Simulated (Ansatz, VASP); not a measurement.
# Two plane-wave programs on KCl

```
K Cl
1.0
     5.31708    0.00000    0.00000
    -2.65854    4.60473    0.00000
     0.00000    0.00000    6.24887
K Cl
2 2
Direct
  0.33333 0.66667 0.93750
  0.66667 0.33333 0.43750
  0.33333 0.66667 0.43750
  0.66667 0.33333 0.93750
```

Change from the starting cell: epitaxial_xy strain -0.5%.

Alike in both runs: task single point; functional r2SCAN; k mesh 6 × 6 × 4; no spin polarisation.

|  | VASP | Ansatz |
| --- | --- | --- |
| version | VASP 6.6.1 | Ansatz 0.2.0 |
| potentials or method | VASP PAW PBE potentials, release 64 (K_sv, Cl) | plane waves, PAW |
| plane-wave cutoff (eV) | 520 | 500 |
| occupations | gaussian, width 0.01 eV | fixed |
| valence electrons in the cell | 32 | 32 |

|  | VASP | Ansatz | Ansatz less VASP |
| --- | --- | --- | --- |
| gap on the k mesh at the Fermi level (eV) | 5.37 | 5.37 | -0.003 |
| pressure (GPa) | 0.1 | 0.1 | +0.02 |
| traceless stress, the component that is largest in VASP (GPa) | -0.13 | -0.13 | 0.000 |

VASP's potentials were made for PBE, not for r2SCAN.
